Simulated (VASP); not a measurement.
Write the native input for VASP 6.6.1 that does the following.

| Property | Result |
| --- | --- |
| Task | single point |
| Functional | PBE |
| Potentials or basis | VASP PAW PBE potentials, release 64 (Pb_d, Se) |
| Cutoff | 520 eV |
| k mesh | 6 × 6 × 6 |
| Occupations | gaussian, width 0.01 eV |
| Spin | no spin polarisation |
| Dipole correction | no |
| Further INCAR settings | ALGO = Normal; EDIFF = 1e-07; NBANDS = 17 |

The structure of PbSe lies in POSCAR:

```
PbSe
1.0
    0.0000000000      3.5164283257      3.5164283257
    3.5164283257      0.0000000000      3.5164283257
    3.5164283257      3.5164283257      0.0000000000
Pb Se
1 1
Direct
    0.0000000000      0.0000000000      0.0000000000
    0.2500000000      0.2500000000      0.2500000000
```

This cell differs from its parent crystal: volume changed by +6%.

The input as run:

INCAR

```
SYSTEM = PbSe
ALGO     = Normal         ! electronic algorithm
EDIFF    = 1E-7           ! SCF threshold, eV
ENCUT    = 520            ! plane-wave cutoff, eV
GGA      = PE             ! functional
ISIF     = 2              ! what is computed and relaxed
ISMEAR   = 0              ! smearing method
LASPH    = .TRUE.         ! aspherical terms in the spheres
LCHARG   = .TRUE.         ! write CHGCAR
LELF     = .TRUE.         ! ELF
LREAL    = .FALSE.        ! projectors in reciprocal space
LVHAR    = .TRUE.       
LWAVE    = .FALSE.        ! write WAVECAR
NBANDS   = 17             ! bands
NELM     = 80             ! most SCF steps
PREC     = Accurate       ! precision mode
SIGMA    = 0.01           ! smearing width, eV
```

KPOINTS

```
k-points
0
G
  6 6 6
  0 0 0
```

Potentials or basis: VASP PAW PBE potentials, release 64 (Pb_d, Se).

The run is started by

```bash
$ cat potpaw_PBE.64/Pb_d/POTCAR potpaw_PBE.64/Se/POTCAR > POTCAR
$ mpirun -np 1 vasp_std > vasp.out
```

Results of the run:

```
Pressure               : -1.6 GPa
Band gap on the k mesh : 0.90 eV, indirect (least direct gap 1.23 eV)
```

Caveat: spin-orbit coupling is left out, which moves the levels of the heavy elements.

It took 55 s on 1 thread of AMD EPYC 7R43 64-Core Processor (Zen 3) (shared host), peak memory 0.2 GiB.
